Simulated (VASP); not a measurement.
# Rb (P6_3/mmc) in VASP: single point with HSE06

Aim: the single point of Rb with HSE06.

Everything below comes from runs of VASP 6.6.1. Logs are shortened: lines on timing, memory, paths and dates and some standing lists are left out, and cuts for length are marked.

## Step 1: The cell of the first run

The structure is hexagonal, space group P6_3/mmc (No. 194). The conventional cell has a = 4.980 Å, b = 4.980 Å, c = 8.134 Å, α = 90.00°, β = 90.00°, γ = 120.00°.

This isn't the form of Rb at room conditions, which is bcc.

## Step 2: Single point, HSE06

POSCAR

```
Rb
1.0
    4.9797773258      0.0000000000      0.0000000000
   -2.4898886629      4.3126136693      0.0000000000
    0.0000000000      0.0000000000      8.1336362988
Rb
2
Direct
    0.3333333333      0.6666666667      0.7500000000
    0.6666666667      0.3333333333      0.2500000000
```

INCAR.step1

```
PREC = Accurate ; ENCUT = 400
EDIFF = 1E-5 ; ISMEAR = 0
SIGMA = 0.05 ; LREAL = False
LASPH = True ; NELM = 120
ALGO = Normal ; ISIF = 2
LWAVE = True ; GGA = PE
NBANDS = 16 ; GGA_COMPAT = False
KPAR = 4
```

INCAR.step2

```
PREC = Accurate ; ENCUT = 400
EDIFF = 1E-6 ; ISMEAR = 0
SIGMA = 0.05 ; LREAL = False
LASPH = True ; NELM = 120
ALGO = Normal ; ISIF = 2
LWAVE = False ; LCHARG = True
GGA = PE ; LHFCALC = True
HFSCREEN = 0.2079 ; PRECFOCK = Normal
LVHAR = True ; ISTART = 1
NBANDS = 16 ; GGA_COMPAT = False
KPAR = 4
```

KPOINTS

```
regular mesh
0
Gamma
  6 6 4
```

Potentials or basis: VASP PAW PBE potentials, release 64 (Rb_sv).

Launch:

```console
> cat potpaw_PBE.64/Rb_sv/POTCAR > POTCAR
> cp INCAR.step1 INCAR
> mpirun -np 4 vasp_std > vasp.out
> cp INCAR.step2 INCAR
> mpirun -np 4 vasp_std > vasp.out
```

OUTCAR:

```text
PREC = Accurate
   ENCUT = 400
   EDIFF = 1E-6
   ISMEAR = 0
   LREAL = False
   LASPH = True
   NELM = 120
   ISIF = 2
   GGA = PE
   LHFCALC = True
   HFSCREEN = 0.2079
   PRECFOCK = Normal
   ISTART = 1

 ion  position               nearest neighbor table
   1  0.333  0.667  0.750-   2 4.98   2 4.98   2 4.98   2 4.98   2 4.98   2 4.98
   2  0.667  0.333  0.250-   1 4.98   1 4.98   1 4.98   1 4.98   1 4.98   1 4.98

  LATTYP: Found a hexagonal cell.
 ALAT       =     4.9797773258
 C/A-ratio  =     1.6333333333

  Lattice vectors:

 A1 = (   4.9797773258,   0.0000000000,   0.0000000000)
 A2 = (  -2.4898886629,   4.3126136693,   0.0000000000)
 A3 = (   0.0000000000,   0.0000000000,   8.1336362988)

Analysis of symmetry for initial positions (statically):
=====================================================================
 Subroutine PRICEL returns:
 Original cell was already a primitive cell.

 Routine SETGRP: Setting up the symmetry group for a
 hexagonal supercell.

 Subroutine GETGRP returns: Found 24 space group operations
 (whereof 12 operations were pure point group operations)
 out of a pool of 24 trial point group operations.

The static configuration has the point symmetry D_3d.
 The point group associated with its full space group is D_6h.

Analysis of symmetry for dynamics (positions and initial velocities):
=====================================================================
 Subroutine PRICEL returns:
 Original cell was already a primitive cell.

 Routine SETGRP: Setting up the symmetry group for a
 hexagonal supercell.

 Subroutine GETGRP returns: Found 24 space group operations
 (whereof 12 operations were pure point group operations)
 out of a pool of 24 trial point group operations.

The dynamic configuration has the point symmetry D_3d.
 The point group associated with its full space group is D_6h.

 Subroutine INISYM returns: Found 24 space group operations
 (whereof 12 operations are pure point group operations),
 and found     1 'primitive' translations

----------------------------------------------------------------------------------------

                                     Primitive cell

  volume of cell :     174.6768

  direct lattice vectors                    reciprocal lattice vectors
     4.979777326  0.000000000  0.000000000     0.200812192  0.115938973  0.000000000
    -2.489888663  4.312613669  0.000000000     0.000000000  0.231877946  0.000000000
     0.000000000  0.000000000  8.133636299     0.000000000  0.000000000  0.122946240

  length of vectors
     4.979777326  4.979777326  8.133636299     0.231877946  0.231877946  0.122946240

  position of ions in fractional coordinates (direct lattice)
     0.333333333  0.666666667  0.750000000
     0.666666667  0.333333333  0.250000000

  ion indices of the primitive-cell ions
   primitive index   ion index
                 1           1
                 2           2

----------------------------------------------------------------------------------------

 KPOINTS: regular mesh

Automatic generation of k-mesh.
 Grid dimensions read from file:
 generate k-points for:    6    6    4

 Generating k-lattice:

  Cartesian coordinates                     Fractional coordinates (reciprocal lattice)
     0.033468699  0.019323162  0.000000000     0.166666667  0.000000000  0.000000000
     0.000000000  0.038646324  0.000000000     0.000000000  0.166666667  0.000000000
     0.000000000  0.000000000  0.030736560     0.000000000  0.000000000  0.250000000

  Length of vectors
     0.038646324  0.038646324  0.030736560

  Shift w.r.t. Gamma in fractional coordinates (k-lattice)
     0.000000000  0.000000000  0.000000000

 Subroutine IBZKPT returns following result:
 ===========================================

 Found     21 irreducible k-points:

 Following reciprocal coordinates:
            Coordinates               Weight
  0.000000  0.000000  0.000000      1.000000
  0.166667  0.000000  0.000000      6.000000
  0.333333  0.000000  0.000000      6.000000
  0.500000  0.000000  0.000000      3.000000
  0.166667  0.166667  0.000000      6.000000
  0.333333  0.166667  0.000000     12.000000
[... 13 lines left out ...]
  0.333333  0.166667  0.500000     12.000000
  0.333333  0.333333  0.500000      2.000000
   k-points           NKPTS =     21   k-points in BZ     NKDIM =    144   number of bands    NBANDS=     16
   number of dos      NEDOS =    301   number of ions     NIONS =      2
   total plane-waves  NPLWV =  55296
   dimension x,y,z NGX =    32 NGY =   32 NGZ =   54
   dimension x,y,z NGXF=    64 NGYF=   64 NGZF=  108
   ions per type =               2
   NGX,Y,Z   is equivalent  to a cutoff of  10.68, 10.68, 11.04 a.u.
   NGXF,Y,Z  is equivalent  to a cutoff of  21.37, 21.37, 22.07 a.u.
 SYSTEM =  unknown system
   PREC   = accura    normal or accurate (medium, high low for compatibility)
   ISTART =      1    job   : 0-new  1-cont  2-samecut
   ICHARG =      0    charge: 1-file 2-atom 10-const
   ISPIN  =      1    spin polarized calculation?
   LNONCOLLINEAR =      F non collinear calculations
   LSORBIT =      F    spin-orbit coupling
   LASPH  =      T    aspherical Exc in radial PAW
   ENCUT  =  400.0 eV  29.40 Ry    5.42 a.u.   8.12  8.12 13.26*2*pi/ulx,y,z
   NELM   =    120;   NELMIN=  2; NELMDL=  0     # of ELM steps
   EDIFF  = 0.1E-05   stopping-criterion for ELM
   LREAL  =      F    real-space projection
   EDIFFG = 0.1E-04   stopping-criterion for IOM
   NSW    =      0    number of steps for IOM
   IBRION =     -1    ionic relax: 0-MD 1-quasi-New 2-CG
   NFREE  =      0    steps in history (QN), initial steepest desc. (CG)
   ISIF   =      2    stress and relaxation
   ISYM   =      3    0-nonsym 1-usesym 2-fastsym
   POTIM  = 0.5000    time-step for ionic-motion
   TEBEG  =    0.0;   TEEND  =   0.0 temperature during run
   PSTRESS=    0.0 pullay stress
   NELECT =      18.0000    total number of electrons
   NUPDOWN=      -1.0000    fix difference up-down
   EMIN   =  10.00;   EMAX   =-10.00  energy-range for DOS
   EFERMI =   0.00;   METHOD = LEGACY
   ISMEAR =     0;   SIGMA  =   0.05  broadening in eV -4-tet -1-fermi 0-gaus
   EFERMI_NEDOS =   21; number of points for ismear=-14 and -15
   IALGO  =     38    algorithm
   IMIX   =      1    mixing-type and parameters
     AMIX     =   0.40;   BMIX     =  1.00
     AMIX_MAG =   1.60;   BMIX_MAG =  1.00
  volume/ion in A,a.u.               =      87.34       589.39
  Fermi-wavevector in a.u.,A,eV,Ry     =   0.767516  1.450394  8.014924  0.589080
  Thomas-Fermi vector in A             =   1.868089
   LORBIT       =      0    0 simple, 1 ext, 2 COOP (PROOUT), +10 PAW based schemes
   GGA     = PE    functional components
   LHFCALC =     T    Hartree Fock is set to
   PRECFOCK=normal    Normal, Fast or Accurate (Low or Medium for compatibility)
   ENCUT4O =  -1.0   cutoff for four orbital integrals eV
   NKREDX  =     1    reduce k-point grid by
   NKREDY  =     1    reduce k-point grid by
   NKREDZ  =     1    reduce k-point grid by
   AEXX    =    0.2500 exact exchange contribution
   HFSCREEN=    0.2079 screening length (either q_TF or 0.3 A-1)
   HFSCREENC=   0.2079 screening length for correlation (either q_TF or 0.3 A-1)
   ENCUTFOCK=  -1.0 apply spherical cutoff to Coloumb kernel
   IVDW    =     0    specifies the selected vdW correction
   LEPSILON=     F    determine dielectric tensor
   LRPA    =     F    only Hartree local field effects (RPA)
 non-spin polarized calculation
 Gauss-broadening in eV      SIGMA  =   0.05
  energy-cutoff  :      400.00
  volume of cell :      174.68
 maximum number of plane-waves:      3204
  NGX = 28; NGY = 28; NGZ = 40

 number of electron      18.0000001 magnetization

 Free energy of the ion-electron system (eV)
  ---------------------------------------------------
  ext. energy  EPLUGINS =         0.00000000
  ---------------------------------------------------
  free energy    TOTEN  =        -2.00782016 eV

  energy without entropy =       -2.00677023  energy(sigma->0) =       -2.00729519

 E-fermi :   0.0715     XC(G=0):  -4.7991

 val. band max:        0.0103180023   @ k =   0.3333   0.1667   0.2500
 cond. band min:       0.2174858981   @ k =   0.5000   0.0000   0.0000
 fundamental gap:      0.2071678959
 Fermi energy:         0.0715406762

 k-point     1 :       0.0000    0.0000    0.0000
  band No.  band energies     occupation
      1     -31.2812      2.00000
      2     -31.2763      2.00000
      3     -14.2577      2.00000
      4     -14.1610      2.00000
      5     -14.1610      2.00000
      6     -14.1461      2.00000
[... 8 lines left out ...]
     15       4.5017      0.00000
     16       4.5017      0.00000

 k-point     2 :       0.1667    0.0000    0.0000
  band No.  band energies     occupation
      1     -31.2801      2.00000
      2     -31.2758      2.00000
      3     -14.2477      2.00000
      4     -14.1823      2.00000
      5     -14.1683      2.00000
      6     -14.1675      2.00000
[... 8 lines left out ...]
     15       4.2380      0.00000
     16       4.5583      0.00000

 k-point     3 :       0.3333    0.0000    0.0000
  band No.  band energies     occupation
      1     -31.2777      2.00000
      2     -31.2749      2.00000
      3     -14.2260      2.00000
      4     -14.2239      2.00000
      5     -14.2099      2.00000
      6     -14.1800      2.00000
[... 8 lines left out ...]
     15       4.1355      0.00000
     16       4.7136      0.00000

 k-point     4 :       0.5000    0.0000    0.0000
  band No.  band energies     occupation
      1     -31.2763      2.00000
      2     -31.2747      2.00000
      3     -14.2480      2.00000
      4     -14.2297      2.00000
      5     -14.2067      2.00000
      6     -14.1860      2.00000
[... 8 lines left out ...]
     15       3.9585      0.00000
     16       5.0446      0.00000
[... 267 lines left out ...]
 k-point    19 :       0.1667    0.1667    0.5000
  band No.  band energies     occupation
      1     -31.2767      2.00000
      2     -31.2767      2.00000
      3     -14.2234      2.00000
      4     -14.2234      2.00000
      5     -14.1779      2.00000
      6     -14.1779      2.00000
[... 8 lines left out ...]
     15       4.1144      0.00000
     16       4.1144      0.00000

 k-point    20 :       0.3333    0.1667    0.5000
  band No.  band energies     occupation
      1     -31.2755      2.00000
      2     -31.2755      2.00000
      3     -14.2431      2.00000
      4     -14.2431      2.00000
      5     -14.1908      2.00000
      6     -14.1908      2.00000
[... 8 lines left out ...]
     15       4.1541      0.00000
     16       4.1541      0.00000

 k-point    21 :       0.3333    0.3333    0.5000
  band No.  band energies     occupation
      1     -31.2751      2.00000
      2     -31.2751      2.00000
      3     -14.2345      2.00000
      4     -14.2345      2.00000
      5     -14.2124      2.00000
      6     -14.2124      2.00000
[... 8 lines left out ...]
     15       4.3980      0.00000
     16       4.3980      0.00000

------------------------ aborting loop because EDIFF is reached ----------------------------------------

  FORCE on cell =-STRESS in cart. coord.  units (eV):
  Direction    XX          YY          ZZ          XY          YZ          ZX
  --------------------------------------------------------------------------------------
  -------------------------------------------------------------------------------------
  Total        0.3199182      0.3199182      0.0860304      0.0000000     -0.0000000      0.0000000
  in kB        2.9343658      2.9343658      0.7890914      0.0000000     -0.0000000      0.0000000
  external PRESSURE =       2.2192744 kB  Pullay stress =       0.0000000 kB

 VOLUME and BASIS-vectors are now :
 -----------------------------------------------------------------------------
  energy-cutoff  :      400.00
  volume of cell :      174.68
      direct lattice vectors                 reciprocal lattice vectors
     4.979777326  0.000000000  0.000000000     0.200812192  0.115938973  0.000000000
    -2.489888663  4.312613669  0.000000000     0.000000000  0.231877946  0.000000000
     0.000000000  0.000000000  8.133636299     0.000000000  0.000000000  0.122946240

 POSITION                                       TOTAL-FORCE (eV/Angst)
 -----------------------------------------------------------------------------------
     -0.00000      2.87508      6.10023         0.000000      0.000000     -0.000000
      2.48989      1.43754      2.03341        -0.000000     -0.000000      0.000000
 -----------------------------------------------------------------------------------
    total drift:                                0.000000      0.000000     -0.000000

  FREE ENERGIE OF THE ION-ELECTRON SYSTEM (eV)
  ---------------------------------------------------
  free  energy   TOTEN  =        -2.0078201561 eV

  energy  without entropy=       -2.0067702256  energy(sigma->0) =       -2.00729519
```

Wall time 24 min (4 MPI ranks of Intel Xeon 6975P-C (Granite Rapids), shared host); peak memory 0.35 GiB.

What came out:

| Quantity | Value |
| --- | --- |
| Free energy | -2.0078 eV |
| Pressure | 0.2 GPa |
| Band gap on the k mesh | zero (bands 9 and 10 overlap by 2.72 eV) |

Stress tensor (GPa, compression positive):
```
0.29 0.00 0.00
0.00 0.29 0.00
0.00 0.00 0.08
```

Levels at points of the mesh, in eV from the Fermi level:
| k point | band 5 | band 6 | band 7 | band 8 | band 9 | band 10 | band 11 | band 12 | band 13 | band 14 |
| --- | --- | --- | --- | --- | --- | --- | --- | --- | --- | --- |
| (0.00, 0.00, 0.00) | -14.23 | -14.22 | -14.22 | -14.22 | -2.29 | 0.29 | 0.78 | 3.98 | 3.98 | 4.06 |
| (0.50, 0.00, 0.00) | -14.28 | -14.26 | -14.24 | -14.23 | 0.15 | 0.39 | 1.56 | 1.87 | 2.39 | 2.83 |
| (0.00, 0.00, 0.50) | -14.23 | -14.23 | -14.23 | -14.23 | -1.47 | -1.47 | 2.69 | 2.69 | 4.02 | 4.02 |
| (0.50, 0.00, 0.50) | -14.25 | -14.25 | -14.25 | -14.25 | 0.58 | 0.58 | 1.07 | 1.07 | 2.93 | 2.93 |

Caveat: the PAW data sets were made with another functional, which shifts forces and pressure a little.
